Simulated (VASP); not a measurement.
Set up this calculation in VASP 6.6.1, as the native input.

* Task: single point
* Functional: PBE-based screened hybrid with 50 % exact exchange
* Potentials or basis: VASP PAW PBE potentials, release 64 (Ca_sv, Se)
* Cutoff: 520 eV
* k mesh: 4 × 4 × 4
* Occupations: gaussian, width 0.01 eV
* Spin: no spin polarisation
* Dipole correction: no
* Grid for exact exchange (PRECFOCK): Normal
* Share of exact exchange: 0.5
* Further INCAR settings: ALGO = Normal; EDIFF = 1e-07; NBANDS = 15
* Screening parameter: 0.2078 1/Å

Crystal: CaSe.

```
CELL_PARAMETERS angstrom
0.00000 3.27956 3.27956
3.27956 0.00000 3.27956
3.27956 3.27956 0.00000
ATOMIC_POSITIONS crystal
Ca 0.00000 0.00000 0.00000
Se 0.25000 0.25000 0.25000
```

One way to write it, as run:

POSCAR

```
CaSe
1.0
    0.0000000000      3.2795613675      3.2795613675
    3.2795613675      0.0000000000      3.2795613675
    3.2795613675      3.2795613675      0.0000000000
Ca Se
1 1
Direct
    0.0000000000      0.0000000000      0.0000000000
    0.2500000000      0.2500000000      0.2500000000
```

INCAR.step1

```
ALGO = Normal
EDIFF = 1E-5
ENCUT = 520
GGA = PE
ISIF = 2
ISMEAR = 0
LASPH = T
LREAL = F
LWAVE = T
NBANDS = 15
NELM = 80
PREC = Accurate
SIGMA = 0.01
```

INCAR.step2

```
AEXX = 0.5
ALGO = Normal
EDIFF = 1E-7
ENCUT = 520
GGA = PE
HFSCREEN = 0.2078
ISIF = 2
ISMEAR = 0
ISTART = 1
LASPH = T
LCHARG = T
LELF = T
LHFCALC = T
LREAL = F
LVHAR = T
LWAVE = F
NBANDS = 15
NELM = 80
PREC = Accurate
PRECFOCK = Normal
SIGMA = 0.01
```

KPOINTS

```
k-points
0
Gamma
  4 4 4
```

Potentials or basis: VASP PAW PBE potentials, release 64 (Ca_sv, Se).

Launch:

```sh
$ cat potpaw_PBE.64/Ca_sv/POTCAR potpaw_PBE.64/Se/POTCAR > POTCAR
$ cp INCAR.step1 INCAR
$ mpirun -np 1 vasp_std > vasp.out
$ cp INCAR.step2 INCAR
$ mpirun -np 1 vasp_std > vasp.out
```

It gave:

```json
{"Pressure": "0.1 GPa", "Band gap on the k mesh": "5.04 eV (least direct gap 5.11 eV)"}
```

Caveat: the PAW data sets were made with another functional, which shifts forces and pressure a little.

Wall time 29 min on 1 thread of AMD EPYC 7R13 (shared host), peak memory 0.28 GiB.
